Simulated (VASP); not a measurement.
A run of VASP 6.6.1:

INCAR

```
ALGO = Normal
EDIFF = 1E-6
ENCUT = 520
GGA = PE
ISIF = 2
ISMEAR = 0
ISPIN = 2
LASPH = True
LCHARG = True
LELF = True
LORBIT = 11
LREAL = Auto
LVHAR = True
LWAVE = False
MAGMOM = 0 0 0 0.091 0.091 0 0 0.091 0.091 0 0.091 0 0 0.091 0 0 0.091 0 0.091 0 0 0 0 0 0.091 0 0 0.091 0 0 0.091 0 0
NBANDS = 92
NELECT = 129.0
NELM = 150
PREC = Accurate
SIGMA = 0.01
```

Contents of KPOINTS:

```
Automatic mesh
0
Gamma
  2 2 2
  0.5 0.5 0.5
```

POSCAR

```
B17P16
1.0
   -4.5481928018     -4.5481928018      4.5481928018
    4.5481928018     -4.5481928018     -4.5481928018
    4.5481928018      4.5481928018      4.5481928018
B P
17 16
Direct
    0.2500000000      0.5000000000      0.2500000000
    0.0000000000      0.4902928599      0.5000000000
    0.5000000000      0.2500000000      0.2500000000
    0.2525958695      0.2525958695      0.5000000000
    0.0000000000      0.2525958695      0.7525958695
    0.7500000000      0.5000000000      0.7500000000
    0.5097071401      0.5097071401      0.0097071401
    0.0000000000      0.7474041305      0.2474041305
    0.7474041305      0.0000000000      0.2474041305
    0.4902928599      0.0000000000      0.5000000000
    0.2525958695      0.0000000000      0.7525958695
    0.0000000000      0.0000000000     -0.0097071401
    0.7500000000      0.2500000000      0.0000000000
    0.7474041305      0.7474041305      0.5000000000
    0.5000000000      0.7500000000      0.7500000000
    0.2500000000      0.7500000000      0.0000000000
    0.0000000000      0.0000000000      0.5000000000
    0.2500555047      0.7491937216      0.2491937216
    0.0000000000      0.7418624002      0.5000000000
    0.4991382169      0.4991382169      0.2499444953
    0.2508062784      0.5008617831      0.5000000000
    0.0000000000      0.5008617831      0.7508062784
    0.7491937216      0.7491937216      0.7500555047
    0.4991382169      0.7499444953     -0.0008617831
    0.0000000000      0.0000000000      0.2418624002
    0.7491937216      0.2500555047      0.2491937216
    0.5008617831      0.2508062784      0.5000000000
    0.2581375998      0.2581375998      0.7581375998
    0.0000000000      0.2508062784      0.0008617831
    0.7499444953      0.4991382169     -0.0008617831
    0.7418624002      0.0000000000      0.5000000000
    0.5008617831      0.0000000000      0.7508062784
    0.2508062784      0.0000000000      0.0008617831
```

Potentials or basis: VASP PAW PBE potentials, release 64 (B, P).

Command:

```bash
$ cat potpaw_PBE.64/B/POTCAR potpaw_PBE.64/P/POTCAR > POTCAR
$ mpirun -np 1 vasp_std > vasp.out
```

Hardware: 1 thread of Intel(R) Xeon(R) Platinum 8375C CPU @ 2.90GHz (Ice Lake), with other jobs on the host.

**Question.** How long does it take, and how much memory?

**Answer.** It took 6.9 min on 1 thread of Intel(R) Xeon(R) Platinum 8375C CPU @ 2.90GHz (Ice Lake) (shared host), peak memory 0.65 GiB. Counts: scf iterations 15, k points 2.
